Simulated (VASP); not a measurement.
Wanted: the native input for a VASP 6.6.1 run.

| Property | Result |
| --- | --- |
| Task | single point |
| Functional | r2SCAN |
| Potentials or basis | VASP PAW PBE potentials, release 64 (Si) |
| Cutoff | 520 eV |
| k mesh | 24 × 24 × 20 |
| Occupations | gaussian, width 0.15 eV |
| Spin | no spin polarisation |
| Dipole correction | no |
| Further INCAR settings | ALGO = Normal; EDIFF = 1e-06; NBANDS = 8 |

The system is Si.

```
Si
1.0
     2.55503    0.00000    0.00000
    -1.27751    2.21272    0.00000
     0.00000    0.00000    2.40470
Si
1
Direct
  0.00000 0.00000 0.00000
```

This cell differs from its parent crystal: strain -0.025 along x and y, -0.025 along z.

These files were run (other wordings do the same):

POSCAR

```
Si
1.0
    2.5550292445      0.0000000000      0.0000000000
   -1.2775146223      2.2127202332      0.0000000000
    0.0000000000      0.0000000000      2.4046955302
Si
1
Direct
    0.0000000000      0.0000000000      0.0000000000
```

INCAR.step1

```
  ALGO = Normal
  EDIFF = 1E-4
  ENCUT = 520
  GGA = PE
  ISMEAR = 0
  LASPH = T
  LCHARG = F
  LREAL = F
  LWAVE = T
  NBANDS = 8
  NELM = 100
  PREC = Accurate
  SIGMA = 0.15
```

INCAR.step2

```
  ALGO = Normal
  EDIFF = 1E-6
  ENCUT = 520
  ISIF = 2
  ISMEAR = 0
  ISTART = 1
  LASPH = T
  LCHARG = F
  LMIXTAU = T
  LREAL = F
  LWAVE = F
  METAGGA = R2SCAN
  NBANDS = 8
  NELM = 100
  PREC = Accurate
  SIGMA = 0.15
```

KPOINTS

```
k-points
0
Gamma
  24 24 20
```

Potentials or basis: VASP PAW PBE potentials, release 64 (Si).

Launch:

```console
$ cat potpaw_PBE.64/Si/POTCAR > POTCAR
$ cp INCAR.step1 INCAR
$ mpirun -np 1 vasp_std > vasp.out
$ cp INCAR.step2 INCAR
$ mpirun -np 1 vasp_std > vasp.out
```

Results of the run:

* Pressure: 12.9 GPa
* Band gap on the k mesh: zero (bands 2 and 3 overlap by 13.20 eV)

Caveat: the cell differs from its parent crystal (strain -0.025 along x and y, -0.025 along z); the cell stands under pressure; the PAW data sets were made with another functional, which shifts forces and pressure a little.

Wall time 3.1 min on 1 thread of Intel(R) Xeon(R) Platinum 8259CL CPU @ 2.50GHz (Skylake/Cascade Lake), with other jobs on the host, peak memory 0.17 GiB.
